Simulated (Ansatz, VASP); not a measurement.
One calculation of Si2W, two programs

The input INCAR:

```
SYSTEM = Si2W
ALGO     = Normal         ! electronic algorithm
EDIFF    = 1E-6           ! SCF threshold, eV
ENCUT    = 520            ! plane-wave cutoff, eV
GGA      = PS             ! functional
ISIF     = 2              ! what is computed and relaxed
ISMEAR   = -1             ! smearing method
LASPH    = .True.         ! aspherical terms in the spheres
LCHARG   = .True.         ! write CHGCAR
LELF     = .True.         ! ELF
LREAL    = .False.        ! projectors in reciprocal space
LVHAR    = .True.       
LWAVE    = .False.        ! write WAVECAR
NBANDS   = 18             ! bands
NELM     = 60             ! most SCF steps
PREC     = Accurate       ! precision mode
SIGMA    = 0.05           ! smearing width, eV
```

KPOINTS

```
k-points
0
Gamma
  12 12 12
  0 0 0
```

POSCAR

```
Si2W
1.0
   -1.6384158444      1.6384158444      3.9917332191
    1.6384158444     -1.6384158444      3.9917332191
    1.6384158444      1.6384158444     -3.9917332191
W Si
1 2
Direct
    0.0000000000      0.0000000000      0.0000000000
    0.6653000000      0.6653000000      0.0000000000
    0.3347000000      0.3347000000      0.0000000000
```

File input.yaml:

```yaml
crystal:
  lattice:
    - [-1.6384158444, 1.6384158444, 3.9917332191]
    - [1.6384158444, -1.6384158444, 3.9917332191]
    - [1.6384158444, 1.6384158444, -3.9917332191]
  atoms:
    - { symbol: W, position: [0.0, 0.0, 0.0] }
    - { symbol: Si, position: [0.6653, 0.6653, 0.0] }
    - { symbol: Si, position: [0.3347, 0.3347, 0.0] }
hamiltonian:
  xc: pbesol
  pseudopotentials: { kind: paw }
kpoints:
  mp_grid: { grid: [12, 12, 12] }
scf:
  occupations: { method: fermi_dirac, width: 0.05 }
output:
  forces: true
  stress: true
  eigenvalues: true
```

Alike in both runs: task single point; functional PBEsol; k mesh 12 × 12 × 12; occupations fermi-dirac, width 0.05 eV; no spin polarisation.

|  | VASP | Ansatz |
| --- | --- | --- |
| version | VASP 6.6.1 | Ansatz 0.2.0 |
| potentials or method | VASP PAW PBE potentials, release 64 (W_sv, Si) | Ansatz PAW |
| plane-wave cutoff (eV) | 520 | 420 |
| valence electrons in the cell | 22 | 22 |

Ansatz gave:

| Quantity | Value |
| --- | --- |
| gap on the k mesh at the Fermi level (eV) | none |
| pressure (GPa) | -13.6 |
| traceless stress, the component that is largest in VASP (GPa) | -0.64 |
| rms of the force components (eV/Å) | 0.058 |

Q: Which values does VASP return?

A: gap on the k mesh at the Fermi level (eV): none; pressure (GPa): -13.4; traceless stress, the component that is largest in VASP (GPa): -0.68; rms of the force components (eV/Å): 0.056.

VASP's potentials were made for PBE, not for PBEsol. Atom by atom the forces differ by 0.002 eV/Å (rms over components). A gap of «none» marks a metal or a gap that the smearing closes. The functional is the same, so the differences come from potentials, cutoffs and numerics.

Spin-orbit coupling is off throughout.
